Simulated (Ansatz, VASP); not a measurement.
## GaSb in VASP and in Ansatz

```
Sb Ga
1.0
     0.00000    3.05900    3.05900
     3.05900    0.00000    3.05900
     3.05900    3.05900    0.00000
Sb Ga
1 1
Direct
  0.75000 0.75000 0.75000
  0.00000 0.00000 0.00000
```

Alike in both runs: task single point; functional r2SCAN0; k mesh 4 × 4 × 4; occupations fermi-dirac, width 0.05 eV; non-collinear spin, spin-orbit coupling.

|  | VASP | Ansatz |
| --- | --- | --- |
| version | VASP 6.6.1 | Ansatz 0.2.0 |
| potentials or method | VASP PAW PBE potentials, release 64 (Sb, Ga_d) | Ansatz PAW |
| plane-wave cutoff (eV) | 520 | 500 |
| valence electrons in the cell | 18 | 28 |

|  | VASP | Ansatz | Ansatz less VASP |
| --- | --- | --- | --- |
| pressure (GPa) | -1.1 | -0.5 | +0.63 |

VASP's potentials were made for PBE, not for r2SCAN0. VASP's potentials hold 18 valence electrons a cell and Ansatz's 28, so a difference there can come from the potentials and not from the codes.

The k mesh is coarse, so the values compare programs but aren't converged.
